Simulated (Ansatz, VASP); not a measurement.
## One calculation of Al3Cr4, two programs

```xyz
7
Lattice="-3.0449 3.0449 3.0449 3.0449 -3.0449 3.0449 3.0449 3.0449 -3.0449" Properties=species:S:1:pos:R:3 pbc="T T T"
Al    3.0449    0.0000    0.0000
Al    0.0000    3.0449    0.0000
Al    0.0000    0.0000    3.0449
Cr    1.5224    1.5224    1.5224
Cr    1.5224    1.5224   -1.5224
Cr   -1.5224    1.5224    4.5673
Cr    4.5673    1.5224    1.5224
```

Alike in both runs: task single point; functional PBE; k mesh 6 × 6 × 6; occupations gaussian, width 0.2 eV; collinear spin.

|  | VASP | Ansatz |
| --- | --- | --- |
| version | VASP 6.6.1 | Ansatz 0.2.0 |
| potentials or method | VASP PAW PBE potentials, release 64 (Al, Cr_pv), cutoff 520 eV | scalar-relativistic, plane waves, PAW |
| valence electrons in the cell | 57 | 65 |

|  | VASP | Ansatz | Ansatz less VASP |
| --- | --- | --- | --- |
| gap on the k mesh at the Fermi level (eV) | none | none | - |
| pressure (GPa) | -0.3 | -0.3 | -0.05 |
| net moment per atom (μB) | 1.79 | 1.78 | -0.007 |
| size of the moment on the site where the two differ most (μB) | 2.95 | 2.85 | -0.104 |

Site moments also hang on the region over which each program counts them. A gap of «none» marks a metal or a gap that the smearing closes. With one functional, cell and mesh, what is left measures potentials, basis and numerics. VASP's potentials hold 57 valence electrons a cell and Ansatz's 65, so a difference there can come from the potentials and not from the codes.
